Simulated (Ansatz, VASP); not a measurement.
## Mo in VASP and in Ansatz

POSCAR

```
Mo
1.0
   -1.5764210372      1.5764210372      1.5764210372
    1.5764210372     -1.5764210372      1.5764210372
    1.5764210372      1.5764210372     -1.5764210372
Mo
1
Direct
    0.0000000000      0.0000000000      0.0000000000
```

Contents of INCAR.step1:

```
ALGO = Normal
EDIFF = 1E-4
ENCUT = 520
GGA = PE
ISMEAR = 1
LASPH = True
LCHARG = False
LREAL = False
LWAVE = True
NBANDS = 13
NELM = 80
PREC = Accurate
SIGMA = 0.3
```

INCAR.step2

```
ALGO = Normal
EDIFF = 1E-6
ENCUT = 520
ISIF = 2
ISMEAR = 1
ISTART = 1
LASPH = True
LCHARG = True
LELF = True
LMIXTAU = True
LREAL = False
LVHAR = True
LWAVE = False
METAGGA = R2SCAN
NBANDS = 13
NELM = 80
PREC = Accurate
SIGMA = 0.3
```

File KPOINTS:

```
k-points
0
Gamma
  14 14 14
```

Input for Ansatz:

```yaml
crystal:
  lattice:
    - [-1.5764210372, 1.5764210372, 1.5764210372]
    - [1.5764210372, -1.5764210372, 1.5764210372]
    - [1.5764210372, 1.5764210372, -1.5764210372]
  atoms:
    - { symbol: Mo, position: [0.0, 0.0, 0.0] }
hamiltonian:
  xc: r2scan
  pseudopotentials:
    kind: paw
    azcp:
      Mo: "pseudopotentials/Mo.paw.azcp"
basis:
  ecutwfc: 500
  fft_grid_basis: typed
kpoints:
  mp_grid: { grid: [14, 14, 14], shift: [0, 0, 0] }
magnetization:
  spin_polarized: false
scf:
  occupations: { method: cold, width: 0.3 }
  lower_state_search: "off"
output:
  stress: true
```

Alike in both runs: task single point; functional r2SCAN; k mesh 14 × 14 × 14; no spin polarisation.

|  | VASP | Ansatz |
| --- | --- | --- |
| version | VASP 6.6.1 | Ansatz 0.2.0 |
| potentials or method | VASP PAW PBE potentials, release 64 (Mo_sv), cutoff 520 eV | plane waves (500 eV) with PAW, scalar-relativistic |
| occupations | methfessel-paxton of order 1, width 0.3 eV | cold, width 0.3 eV |
| valence electrons in the cell | 14 | 14 |

|  | VASP | Ansatz | Ansatz less VASP |
| --- | --- | --- | --- |
| pressure (GPa) | 1.2 | 0.0 | -1.17 |

VASP's potentials were made for PBE, not for r2SCAN.
